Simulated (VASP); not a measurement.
Set up this calculation in VASP 6.6.1, as the native input.

```
Task                   : single point
Functional             : PBE
Potentials or basis    : VASP PAW PBE potentials, release 64 (Ge_d, As)
Cutoff                 : 520 eV
k mesh                 : 10 × 10 × 6
Occupations            : gaussian, width 0.1 eV
Spin                   : no spin polarisation
Dipole correction      : no
Further INCAR settings : ALGO = Normal; EDIFF = 1e-06; NBANDS = 30
```

The structure of Ge2As3 lies in POSCAR:

```
Ge2As3
1.0
    3.7486820476      0.0000000000      0.0000000000
    0.0000000000      3.7486820476      0.0000000000
    0.0000000000      0.0000000000      7.2690813085
Ge As
2 3
Direct
    0.0000000000      0.5000000000      0.5000000000
    0.5000000000      0.0000000000      0.5000000000
    0.5000000000      0.5000000000      0.0000000000
    0.0000000000      0.0000000000      0.8128764428
    0.0000000000      0.0000000000      0.1871235572
```

These files were run (other wordings do the same):

INCAR

```
SYSTEM = Ge2As3
PREC     = Accurate       ! precision mode
ENCUT    = 520            ! plane-wave cutoff, eV
EDIFF    = 1E-6           ! SCF threshold, eV
ISMEAR   = 0              ! smearing method
SIGMA    = 0.1            ! smearing width, eV
LREAL    = .False.        ! projectors in reciprocal space
LASPH    = .True.         ! aspherical terms in the spheres
NELM     = 60             ! most SCF steps
ALGO     = Normal         ! electronic algorithm
ISIF     = 2              ! what is computed and relaxed
LWAVE    = .False.        ! write WAVECAR
LCHARG   = .False.        ! write CHGCAR
GGA      = PE             ! functional
NBANDS   = 30             ! bands
```

KPOINTS

```
Automatic mesh
0
Gamma
  10 10 6
  0 0 0
```

Potentials or basis: VASP PAW PBE potentials, release 64 (Ge_d, As).

Command:

```bash
$ cat potpaw_PBE.64/Ge_d/POTCAR potpaw_PBE.64/As/POTCAR > POTCAR
$ mpirun -np 1 vasp_std > vasp.out
```

It gave:

The pressure is 0.1 GPa, the largest force is 0.005 eV/Å and the band gap on the k mesh is zero (an odd number of electrons rules out a gap without spin polarisation).

Run time: 92 s on 1 thread of AMD EPYC 9R45 96-Core Processor (Zen 5), on a shared host, peak memory 0.31 GiB.
